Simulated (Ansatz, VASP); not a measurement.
Two plane-wave programs on LiH

INCAR

```
SYSTEM = LiH
ALGO     = Normal         ! electronic algorithm
EDIFF    = 1E-8           ! SCF threshold, eV
ENCUT    = 520            ! plane-wave cutoff, eV
GGA      = PE             ! functional
ISIF     = 2              ! what is computed and relaxed
ISMEAR   = -1             ! smearing method
LASPH    = .True.         ! aspherical terms in the spheres
LCHARG   = .False.        ! write CHGCAR
LEFG     = .True.       
LREAL    = .False.        ! projectors in reciprocal space
LWAVE    = .False.        ! write WAVECAR
NBANDS   = 9              ! bands
NELM     = 100            ! most SCF steps
PREC     = Accurate       ! precision mode
SIGMA    = 0.05           ! smearing width, eV
```

File KPOINTS:

```
k-points
0
Gamma
  13 13 13
  0 0 0
```

File POSCAR:

```
LiH
1.0
    0.0000000000      2.1448522242      2.1448522242
    2.1448522242      0.0000000000      2.1448522242
    2.1448522242      2.1448522242      0.0000000000
Li H
1 1
Direct
    0.0000000000      0.0000000000      0.0000000000
    0.2383441853      0.2616558147      0.2616558147
```

Input for Ansatz:

```yaml
crystal:
  lattice:
    - [0.0, 2.1448522242, 2.1448522242]
    - [2.1448522242, 0.0, 2.1448522242]
    - [2.1448522242, 2.1448522242, 0.0]
  atoms:
    - { symbol: Li, position: [0.0, 0.0, 0.0] }
    - { symbol: H, position: [0.2383441853, 0.2616558147, 0.2616558147] }
kpoints:
  mp_grid: { grid: [13, 13, 13] }
scf:
  occupations: { method: fermi_dirac, width: 0.05 }
hamiltonian:
  xc: pbe
  pseudopotentials: { kind: paw }
output:
  forces: true
  stress: true
  eigenvalues: true
  efg: { contact_densities: true }
```

Alike in both runs: task electric field gradients; functional PBE; k mesh 13 × 13 × 13; occupations fermi-dirac, width 0.05 eV; no spin polarisation.

|  | VASP | Ansatz |
| --- | --- | --- |
| version | VASP 6.6.1 | Ansatz 0.2.0 |
| potentials or method | VASP PAW PBE potentials, release 64 (Li_sv, H) | PAW with Ansatz's default frozen-core files, scalar-relativistic |
| plane-wave cutoff (eV) | 520 | 420 |
| valence electrons in the cell | 4 | 4 |

|  | VASP | Ansatz | Ansatz less VASP |
| --- | --- | --- | --- |
| gap on the k mesh at the Fermi level (eV) | 4.22 | 4.22 | -0.005 |
| rms of the force components (eV/Å) | 0.065 | 0.064 | -0.0009 |
| size of Vzz on the site where it differs most (V/Å²) | 0.2 | 0.3 | +0.14 |

Atom by atom the forces differ by 0.001 eV/Å (rms over components).

Noted on VASP's run: the cutoff is under 1.25 times that of the potentials, so the pressure is a little rough.
